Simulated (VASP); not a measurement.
Wanted: the native input for a VASP 6.6.1 run.

| Property | Result |
| --- | --- |
| Task | single point |
| Functional | PBEsol |
| Potentials or basis | VASP PAW PBE potentials, release 64 (Ag) |
| Cutoff | 520 eV |
| k mesh | 22 × 22 × 22 |
| Occupations | gaussian, width 0.15 eV |
| Spin | no spin polarisation |
| Dipole correction | no |
| Further INCAR settings | ALGO = Fast; EDIFF = 1e-06; NBANDS = 12 |

The structure of Ag lies in POSCAR:

```
Ag
1.0
   -1.4463469908      1.4463469908      2.1695204861
    1.4463469908     -1.4463469908      2.1695204861
    1.4463469908      1.4463469908     -2.1695204861
Ag
1
Direct
    0.0000000000      0.0000000000      0.0000000000
```

This cell differs from its parent crystal: ratio of the length along z to the lengths across it x 1.5, volume and fractional coordinates fixed.

These files were run (other wordings do the same):

INCAR

```
ALGO = Fast
EDIFF = 1E-6
ENCUT = 520
GGA = PS
ISIF = 2
ISMEAR = 0
LASPH = T
LCHARG = F
LREAL = F
LWAVE = F
NBANDS = 12
NELM = 100
PREC = Accurate
SIGMA = 0.15
```

KPOINTS

```
k-points
0
Gamma
  22 22 22
```

Potentials or basis: VASP PAW PBE potentials, release 64 (Ag).

Launch:

```bash
$ cat potpaw_PBE.64/Ag/POTCAR > POTCAR
$ mpirun -np 1 vasp_std > vasp.out
```

Results of the run:

```
Pressure               : -8.0 GPa
Band gap on the k mesh : zero (an odd number of electrons rules out a gap without spin polarisation)
```

Caveat: the cell stands under tension; the PAW data sets were made with another functional, which shifts forces and pressure a little.

Run time: 95 s on 1 thread of AMD EPYC 9R45 96-Core Processor (Zen 5), on a shared host, peak memory 0.25 GiB.
